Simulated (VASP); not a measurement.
Input of a VASP 6.6.1 run:

The input INCAR:

```
SYSTEM = NbRu
  PREC = Accurate
  ENCUT = 520
  EDIFF = 1E-7
  ISMEAR = -1
  SIGMA = 0.05
  LREAL = .False.
  LASPH = .True.
  NELM = 100
  ALGO = Normal
  ISIF = 2
  LWAVE = .False.
  LCHARG = .False.
  GGA = PS
  NBANDS = 20
```

KPOINTS

```
Automatic mesh
0
Gamma
  11 11 11
  0 0 0
```

File POSCAR:

```
NbRu
1.0
    3.1864880000      0.0000000000      0.0000000000
    0.0000000000      3.1864880000      0.0000000000
    0.0000000000      0.0000000000      3.1864880000
Nb Ru
1 1
Direct
    0.0000000000      0.0000000000      0.0000000000
    0.5000000000      0.5000000000      0.5000000000
```

Potentials or basis: VASP PAW PBE potentials, release 64 (Nb_sv, Ru_pv).

The run is started by

```sh
$ cat potpaw_PBE.64/Nb_sv/POTCAR potpaw_PBE.64/Ru_pv/POTCAR > POTCAR
$ mpirun -np 1 vasp_std > vasp.out
```

Question: What does it give for the pressure?

Answer: -10.6 GPa.

Caveat: the PAW data sets were made with another functional, which shifts forces and pressure a little.
